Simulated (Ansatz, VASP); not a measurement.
# Two plane-wave programs on HgTe

Contents of INCAR:

```
SYSTEM = HgTe
PREC = Accurate
ENCUT = 520
EDIFF = 1E-6
ISMEAR = 0
SIGMA = 0.15
LREAL = .False.
LASPH = .True.
NELM = 100
ALGO = Normal
ISIF = 2
LWAVE = .False.
LCHARG = .False.
GGA = PE
NBANDS = 16
```

KPOINTS

```
regular mesh
0
Gamma
  16 16 16
  0 0 0
```

Contents of POSCAR:

```
HgTe
1.0
    0.0000000000      3.4910379909      3.4079180388
    3.4910379909      0.0000000000      3.4079180388
    3.4910379909      3.4910379909      0.0000000000
Hg Te
1 1
Direct
    0.0000000000      0.0000000000      0.0000000000
    0.7500000000      0.7500000000      0.7500000000
```

Input for Ansatz:

```yaml
crystal:
  lattice:
    - [0.0, 3.4910379804, 3.4079180285]
    - [3.4910379804, 0.0, 3.4079180285]
    - [3.4910379804, 3.4910379804, 0.0]
  atoms:
    - { symbol: Hg, position: [0.0, 0.0, 0.0] }
    - { symbol: Te, position: [0.75, 0.75, 0.75] }
basis:
  ecutwfc: 420
kpoints:
  mp_grid: { grid: [16, 16, 16] }
hamiltonian:
  xc: pbe
scf:
  occupations: { method: gaussian, width: 0.15 }
output:
  forces: true
  stress: true
  eigenvalues: true
  write_density: true
  write_potential: true
  elf: true
  volumetric_format: npy
```

Change from the starting cell: strain +0.050 along x and y, +0.025 along z, atoms carried along.

Alike in both runs: task single point; functional PBE; k mesh 16 × 16 × 16; occupations gaussian, width 0.15 eV; no spin polarisation.

|  | VASP | Ansatz |
| --- | --- | --- |
| version | VASP 6.6.1 | Ansatz 0.2.0 |
| potentials or method | VASP PAW PBE potentials, release 64 (Hg, Te), cutoff 520 eV | scalar-relativistic, plane waves, PAW |
| valence electrons in the cell | 18 | 36 |

|  | VASP | Ansatz | Ansatz less VASP |
| --- | --- | --- | --- |
| gap on the k mesh at the Fermi level (eV) | none | none | - |
| pressure (GPa) | -3.0 | -3.0 | -0.02 |
| traceless stress, the component that is largest in VASP (GPa) | 0.25 | 0.25 | 0.000 |

A gap of «none» marks a metal or a gap that the smearing closes. VASP's potentials hold 18 valence electrons a cell and Ansatz's 36, so a difference there can come from the potentials and not from the codes.

Neither program's run includes spin-orbit coupling.
